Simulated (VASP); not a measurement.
Crystal: BP.

```
CELL_PARAMETERS angstrom
0.00000 2.26000 2.26000
2.26000 0.00000 2.26000
2.26000 2.26000 0.00000
ATOMIC_POSITIONS crystal
B 0.00000 0.00000 0.00000
P 0.25000 0.25000 0.25000
```

```yaml
Program: VASP 6.6.1
Task: relaxation of cell and atoms
Functional: LDA
Potentials_or_basis: VASP PAW LDA potentials, release 64 (B, P)
Cutoff: 500 eV
k_mesh: 10 × 10 × 10
Occupations: gaussian, width 0.02 eV
Spin: no spin polarisation
```

At the start: pressure -3.4 GPa; volume 11.54 Å³/atom.

Task: Where does the relaxation end?

Result: Over 3 steps the energy falls by 2.5 meV/atom and the volume is 11.31 Å³/atom (-2.0 %); space group F-43m (No. 216, to 0.1 Å) before and after.

Step by step:
```
step  energy change (eV)  largest force (eV/Å)  pressure (GPa)  volume (Å³)
   1              0.0000                0.0000           -3.42        23.09
   2             -0.0020                0.0000            2.82        22.27
   3             -0.0050                0.0000           -0.01        22.62
```

Final structure:
```
B P
1.0
     0.00000    2.24481    2.24481
     2.24481    0.00000    2.24481
     2.24481    2.24481    0.00000
B P
1 1
Direct
  0.00000 0.00000 0.00000
  0.25000 0.25000 0.25000
```
